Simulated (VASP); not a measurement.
# Al3InAs4 in VASP: further runs

The runs below take Al3InAs4 through single point, with PBE.

Program: VASP 6.6.1. These are calculated values, not measurements. Logs are shortened: lines on timing, memory, paths and dates and some standing lists are left out, and cuts for length are marked.

**1. The cell of the first run**

The structure is orthorhombic, space group Amm2 (No. 38). Conventional cell: a = 4.127 Å, b = 8.259 Å, c = 11.677 Å, α = 90.00°, β = 90.00°, γ = 90.00°. Within 3.3 Å of Al (site symmetry mm2) lie 4 As at 2.49 to 2.53 Å. Within 3.2 Å of Al (site symmetry m) lie 4 As at 2.46 to 2.53 Å. In (site symmetry mm2) has 4 As at 2.61 to 2.63 Å within 3.4 Å. As (site symmetry m) has 3 Al at 2.49 Å and 1 In at 2.63 Å within 3.3 Å. As (site symmetry mm2) has 2 Al at 2.46 Å and 2 In at 2.61 Å within 3.2 Å. As (site symmetry mm2) has 4 Al at 2.53 Å within 3.3 Å.

**2. Single point, PBE**

File INCAR:

```
SYSTEM = Al3InAs4
PREC = Accurate
ENCUT = 520
EDIFF = 1E-6
ISMEAR = 0
SIGMA = 0.1
LREAL = .False.
LASPH = .True.
NELM = 80
ALGO = Normal
ISIF = 2
LWAVE = .False.
LCHARG = .False.
GGA = PE
NBANDS = 31
```

File KPOINTS:

```
Automatic mesh
0
Gamma
  4 2 2
  0 0 0
```

File POSCAR:

```
Al3InAs4
1.0
   -4.1269290000      0.0000000000      0.0000000000
    0.0000000000      4.1296910000      5.8385460000
    0.0000000000      4.1296910000     -5.8385460000
Al In As
3 1 4
Direct
    0.0000000000      0.0000500000      0.9999500000
    0.5000000000      0.5005480000      0.0008010000
    0.5000000000      0.9991990000      0.4994520000
    0.0000000000      0.5007010000      0.4992990000
    0.0000000000      0.8911230000      0.6302780000
    0.5000000000      0.3635940000      0.6364060000
    0.0000000000      0.3697220000      0.1088770000
    0.5000000000      0.8750640000      0.1249360000
```

Potentials or basis: VASP PAW PBE potentials, release 64 (Al, In_d, As).

Command:

```sh
> cat potpaw_PBE.64/Al/POTCAR potpaw_PBE.64/In_d/POTCAR potpaw_PBE.64/As/POTCAR > POTCAR
> mpirun -np 1 vasp_std > vasp.out
```

OUTCAR:

```text
SYSTEM = Al3InAs4
   PREC = Accurate
   ENCUT = 520
   EDIFF = 1E-6
   ISMEAR = 0
   LREAL = .False.
   LASPH = .True.
   NELM = 80
   ISIF = 2
   GGA = PE

 ion  position               nearest neighbor table
   1  0.000  0.000  1.000-   5 2.49   7 2.49   8 2.53   8 2.53
   2  0.500  0.501  0.001-   6 2.46   7 2.49   7 2.49   8 2.53
   3  0.500  0.999  0.499-   6 2.46   5 2.49   5 2.49   8 2.53
   4  0.000  0.501  0.499-   6 2.61   6 2.61   7 2.63   5 2.63
   5  0.000  0.891  0.630-   3 2.49   3 2.49   1 2.49   4 2.63
   6  0.500  0.364  0.636-   2 2.46   3 2.46   4 2.61   4 2.61
   7  0.000  0.370  0.109-   2 2.49   2 2.49   1 2.49   4 2.63
   8  0.500  0.875  0.125-   2 2.53   3 2.53   1 2.53   1 2.53

  LATTYP: Found a base centered orthorhombic cell.
 ALAT       =     8.2593820000
 B/A-ratio  =     1.4137973035
 C/A-ratio  =     0.4996655924

  Lattice vectors:

 A1 = (   0.0000000000,   4.1296910000,   5.8385460000)
 A2 = (   0.0000000000,   4.1296910000,  -5.8385460000)
 A3 = (  -4.1269290000,   0.0000000000,   0.0000000000)

Analysis of symmetry for initial positions (statically):
=====================================================================
 Subroutine PRICEL returns:
 Original cell was already a primitive cell.

 Routine SETGRP: Setting up the symmetry group for a
 base centered orthorhombic supercell.

 Subroutine GETGRP returns: Found  4 space group operations
 (whereof  4 operations were pure point group operations)
 out of a pool of  8 trial point group operations.

The static configuration has the point symmetry C_2v.

Analysis of symmetry for dynamics (positions and initial velocities):
=====================================================================
 Subroutine PRICEL returns:
 Original cell was already a primitive cell.

 Routine SETGRP: Setting up the symmetry group for a
 base centered orthorhombic supercell.

 Subroutine GETGRP returns: Found  4 space group operations
 (whereof  4 operations were pure point group operations)
 out of a pool of  8 trial point group operations.

The dynamic configuration has the point symmetry C_2v.

 Subroutine INISYM returns: Found  4 space group operations
 (whereof  4 operations are pure point group operations),
 and found     1 'primitive' translations

----------------------------------------------------------------------------------------

                                     Primitive cell

  volume of cell :     199.0120

  direct lattice vectors                    reciprocal lattice vectors
    -4.126929000  0.000000000  0.000000000    -0.242310929  0.000000000  0.000000000
     0.000000000  4.129691000  5.838546000     0.000000000  0.121074434  0.085637760
     0.000000000  4.129691000 -5.838546000     0.000000000  0.121074434 -0.085637760

  length of vectors
     4.126929000  7.151431126  7.151431126     0.242310929  0.148299846  0.148299846

  position of ions in fractional coordinates (direct lattice)
     0.000000000  0.000050000  0.999950000
     0.500000000  0.500548000  0.000801000
     0.500000000  0.999199000  0.499452000
     0.000000000  0.500701000  0.499299000
     0.000000000  0.891123000  0.630278000
     0.500000000  0.363594000  0.636406000
     0.000000000  0.369722000  0.108877000
     0.500000000  0.875064000  0.124936000

  ion indices of the primitive-cell ions
   primitive index   ion index
                 1           1
                 2           2
                 3           3
                 4           4
                 5           5
                 6           6
                 7           7
                 8           8

----------------------------------------------------------------------------------------

 KPOINTS: Automatic mesh

Automatic generation of k-mesh.
 Grid dimensions read from file:
 generate k-points for:    4    2    2

 Generating k-lattice:

  Cartesian coordinates                     Fractional coordinates (reciprocal lattice)
    -0.060577732  0.000000000  0.000000000     0.250000000  0.000000000  0.000000000
     0.000000000  0.060537217  0.042818880     0.000000000  0.500000000  0.000000000
     0.000000000  0.060537217 -0.042818880     0.000000000  0.000000000  0.500000000

  Length of vectors
     0.060577732  0.074149923  0.074149923

  Shift w.r.t. Gamma in fractional coordinates (k-lattice)
     0.000000000  0.000000000  0.000000000

 Subroutine IBZKPT returns following result:
 ===========================================

 Found      9 irreducible k-points:

 Following reciprocal coordinates:
            Coordinates               Weight
  0.000000  0.000000  0.000000      1.000000
  0.250000  0.000000  0.000000      2.000000
  0.500000  0.000000  0.000000      1.000000
  0.000000  0.500000 -0.000000      2.000000
  0.250000  0.500000 -0.000000      4.000000
  0.500000  0.500000 -0.000000      2.000000
  0.000000  0.500000  0.500000      1.000000
  0.250000  0.500000  0.500000      2.000000
  0.500000  0.500000  0.500000      1.000000
   k-points           NKPTS =      9   k-points in BZ     NKDIM =      9   number of bands    NBANDS=     31
   number of dos      NEDOS =    301   number of ions     NIONS =      8
   total plane-waves  NPLWV =  93312
   dimension x,y,z NGX =    32 NGY =   54 NGZ =   54
   dimension x,y,z NGXF=    64 NGYF=  108 NGZF=  108
   ions per type =               3   1   4
   NGX,Y,Z   is equivalent  to a cutoff of  12.89, 12.55, 12.55 a.u.
   NGXF,Y,Z  is equivalent  to a cutoff of  25.78, 25.11, 25.11 a.u.
 SYSTEM =  Al3InAs4
   PREC   = accura    normal or accurate (medium, high low for compatibility)
   ISTART =      0    job   : 0-new  1-cont  2-samecut
   ICHARG =      2    charge: 1-file 2-atom 10-const
   ISPIN  =      1    spin polarized calculation?
   LNONCOLLINEAR =      F non collinear calculations
   LSORBIT =      F    spin-orbit coupling
   LASPH  =      T    aspherical Exc in radial PAW
   ENCUT  =  520.0 eV  38.22 Ry    6.18 a.u.   7.67 13.30 13.30*2*pi/ulx,y,z
   NELM   =     80;   NELMIN=  2; NELMDL= -5     # of ELM steps
   EDIFF  = 0.1E-05   stopping-criterion for ELM
   LREAL  =      F    real-space projection
   EDIFFG = 0.1E-04   stopping-criterion for IOM
   NSW    =      0    number of steps for IOM
   IBRION =     -1    ionic relax: 0-MD 1-quasi-New 2-CG
   NFREE  =      0    steps in history (QN), initial steepest desc. (CG)
   ISIF   =      2    stress and relaxation
   ISYM   =      2    0-nonsym 1-usesym 2-fastsym
   POTIM  = 0.5000    time-step for ionic-motion
   TEBEG  =    0.0;   TEEND  =   0.0 temperature during run
   PSTRESS=    0.0 pullay stress
   NELECT =      42.0000    total number of electrons
   NUPDOWN=      -1.0000    fix difference up-down
   EMIN   =  10.00;   EMAX   =-10.00  energy-range for DOS
   EFERMI =   0.00;   METHOD = LEGACY
   ISMEAR =     0;   SIGMA  =   0.10  broadening in eV -4-tet -1-fermi 0-gaus
   EFERMI_NEDOS =   21; number of points for ismear=-14 and -15
   IALGO  =     38    algorithm
   IMIX   =      4    mixing-type and parameters
     AMIX     =   0.40;   BMIX     =  1.00
     AMIX_MAG =   1.60;   BMIX_MAG =  1.00
  volume/ion in A,a.u.               =      24.88       167.87
  Fermi-wavevector in a.u.,A,eV,Ry     =   0.974686  1.841890 12.925716  0.950013
  Thomas-Fermi vector in A             =   2.105166
   LORBIT       =      0    0 simple, 1 ext, 2 COOP (PROOUT), +10 PAW based schemes
   GGA     = PE    functional components
   LHFCALC =     F    Hartree Fock is set to
   AEXX    =    0.0000 exact exchange contribution
   IVDW    =     0    specifies the selected vdW correction
   LEPSILON=     F    determine dielectric tensor
   LRPA    =     F    only Hartree local field effects (RPA)
 non-spin polarized calculation
 Gauss-broadening in eV      SIGMA  =   0.10
  energy-cutoff  :      520.00
  volume of cell :      199.01
 maximum number of plane-waves:      5401
 NGX is ok and might be reduce to    32
   NGX = 15   NGY = 27   NGZ = 27

 number of electron      42.0000002 magnetization

 Free energy of the ion-electron system (eV)
  ---------------------------------------------------
  ext. energy  EPLUGINS =         0.00000000
  ---------------------------------------------------
  free energy    TOTEN  =       -35.52016061 eV

  energy without entropy =      -35.52016061  energy(sigma->0) =      -35.52016061

 E-fermi :   4.3453     XC(G=0):  -8.8999

 val. band max:        3.8830538725   @ k =   0.0000   0.0000   0.0000
 cond. band min:       4.8573474132   @ k =   0.0000   0.0000   0.0000
 fundamental gap:      0.9742935407
 Fermi energy:         4.3452689908

 k-point     1 :       0.0000    0.0000    0.0000
  band No.  band energies     occupation
      1     -10.3335      2.00000
      2     -10.2872      2.00000
      3     -10.2369      2.00000
      4     -10.1638      2.00000
      5     -10.1496      2.00000
      6      -7.8982      2.00000
[... 23 lines left out ...]
     30       8.2294      0.00000
     31       8.3803      0.00000

 k-point     2 :       0.2500    0.0000    0.0000
  band No.  band energies     occupation
      1     -10.3329      2.00000
      2     -10.2823      2.00000
      3     -10.2511      2.00000
      4     -10.1609      2.00000
      5     -10.1558      2.00000
      6      -7.5153      2.00000
[... 23 lines left out ...]
     30       8.4763      0.00000
     31       9.1367      0.00000

 k-point     3 :       0.5000    0.0000    0.0000
  band No.  band energies     occupation
      1     -10.3578      2.00000
      2     -10.2776      2.00000
      3     -10.2405      2.00000
      4     -10.1722      2.00000
      5     -10.1448      2.00000
      6      -6.6600      2.00000
[... 23 lines left out ...]
     30       9.1278      0.00000
     31       9.1694      0.00000

 k-point     4 :       0.0000    0.5000   -0.0000
  band No.  band energies     occupation
      1     -10.3348      2.00000
      2     -10.2870      2.00000
      3     -10.2370      2.00000
      4     -10.1637      2.00000
      5     -10.1497      2.00000
      6      -7.3624      2.00000
[... 23 lines left out ...]
     30       8.6845      0.00000
     31       8.8793      0.00000

 k-point     5 :       0.2500    0.5000   -0.0000
  band No.  band energies     occupation
      1     -10.3344      2.00000
      2     -10.2822      2.00000
      3     -10.2501      2.00000
      4     -10.1611      2.00000
      5     -10.1556      2.00000
      6      -7.0272      2.00000
[... 23 lines left out ...]
     30       8.8096      0.00000
     31       9.2328      0.00000

 k-point     6 :       0.5000    0.5000   -0.0000
  band No.  band energies     occupation
      1     -10.3585      2.00000
      2     -10.2776      2.00000
      3     -10.2396      2.00000
      4     -10.1724      2.00000
      5     -10.1444      2.00000
      6      -6.4397      2.00000
[... 23 lines left out ...]
     30       9.4950      0.00000
     31       9.5525      0.00000

 k-point     7 :       0.0000    0.5000    0.5000
  band No.  band energies     occupation
      1     -10.3380      2.00000
      2     -10.2836      2.00000
      3     -10.2371      2.00000
      4     -10.1638      2.00000
      5     -10.1497      2.00000
      6      -7.1834      2.00000
[... 23 lines left out ...]
     30       9.2588      0.00000
     31       9.4008      0.00000

 k-point     8 :       0.2500    0.5000    0.5000
  band No.  band energies     occupation
      1     -10.3366      2.00000
      2     -10.2796      2.00000
      3     -10.2506      2.00000
      4     -10.1612      2.00000
      5     -10.1555      2.00000
      6      -6.9165      2.00000
[... 23 lines left out ...]
     30       9.1457      0.00000
     31       9.4107      0.00000

 k-point     9 :       0.5000    0.5000    0.5000
  band No.  band energies     occupation
      1     -10.3595      2.00000
      2     -10.2756      2.00000
      3     -10.2408      2.00000
      4     -10.1725      2.00000
      5     -10.1441      2.00000
      6      -6.5920      2.00000
[... 23 lines left out ...]
     30       8.4548      0.00000
     31       8.5869      0.00000

------------------------ aborting loop because EDIFF is reached ----------------------------------------

  FORCE on cell =-STRESS in cart. coord.  units (eV):
  Direction    XX          YY          ZZ          XY          YZ          ZX
  --------------------------------------------------------------------------------------
  -------------------------------------------------------------------------------------
  Total        0.4825320      0.2428712     -0.4648131      0.0000000      0.0000000      0.0000000
  in kB        3.8846997      1.9552723     -3.7420505      0.0000000      0.0000000      0.0000000
  external PRESSURE =       0.6993072 kB  Pullay stress =       0.0000000 kB

 VOLUME and BASIS-vectors are now :
 -----------------------------------------------------------------------------
  energy-cutoff  :      520.00
  volume of cell :      199.01
      direct lattice vectors                 reciprocal lattice vectors
    -4.126929000  0.000000000  0.000000000    -0.242310929  0.000000000  0.000000000
     0.000000000  4.129691000  5.838546000     0.000000000  0.121074434  0.085637760
     0.000000000  4.129691000 -5.838546000     0.000000000  0.121074434 -0.085637760

 POSITION                                       TOTAL-FORCE (eV/Angst)
 -----------------------------------------------------------------------------------
      0.00000      4.12969     -5.83796         0.000000      0.000000      0.023300
     -2.06346      2.07042      2.91780         0.000000      0.006032      0.021439
     -2.06346      6.18897      2.91780         0.000000     -0.006032      0.021439
      0.00000      4.12969      0.00819         0.000000      0.000000      0.033192
      0.00000      6.28292      1.52296         0.000000      0.000335     -0.001698
     -2.06346      4.12969     -1.59283         0.000000      0.000000     -0.066972
      0.00000      1.97647      1.52296         0.000000     -0.000335     -0.001698
     -2.06346      4.12969      4.37966         0.000000      0.000000     -0.029001
 -----------------------------------------------------------------------------------
    total drift:                               -0.000000     -0.000000     -0.000195

  FREE ENERGIE OF THE ION-ELECTRON SYSTEM (eV)
  ---------------------------------------------------
  free  energy   TOTEN  =       -35.5201606063 eV

  energy  without entropy=      -35.5201606063  energy(sigma->0) =      -35.52016061
```

Wall time 1.8 min (1 thread of Intel Xeon 8259CL, shared host); peak memory 0.31 GiB.

What came out:

| Item | Value |
| --- | --- |
| Free energy | -35.5202 eV |
| Pressure | 0.1 GPa |
| Largest force | 0.067 eV/Å |
| Band gap on the k mesh | 0.97 eV |

Forces on the atoms (eV/Å):
```
Al   0.000  0.000  0.023
Al   0.000  0.006  0.021
Al   0.000 -0.006  0.021
In   0.000  0.000  0.033
As   0.000  0.000 -0.002
As   0.000  0.000 -0.067
As   0.000  0.000 -0.002
As   0.000  0.000 -0.029
```

Levels at points of the mesh, in eV from the valence-band top:
```tsv
k point	band 18	band 19	band 20	band 21	band 22	band 23	band 24	band 25
(0.00, 0.00, 0.00)	-0.90	-0.17	-0.14	0.00	0.97	1.26	1.62	1.64
(0.50, 0.00, 0.00)	-2.85	-2.70	-1.22	-0.87	2.77	3.09	4.12	4.15
(0.00, 0.50, 0.00)	-0.83	-0.82	-0.45	-0.33	1.81	2.01	2.16	2.54
(0.50, 0.50, 0.00)	-1.86	-1.84	-1.68	-1.44	2.14	2.15	2.32	2.66
(0.00, 0.50, 0.50)	-1.44	-1.25	-1.23	-0.70	2.19	2.33	2.77	3.04
(0.50, 0.50, 0.50)	-1.19	-0.99	-0.88	-0.77	1.25	1.35	1.39	1.71
```

Caveat: the k points lie up to 0.47 Å⁻¹ apart; spin-orbit coupling is left out, which moves the levels of the heavy elements. A k mesh can miss the band edges.

(Part 1 of 3 ends here.)
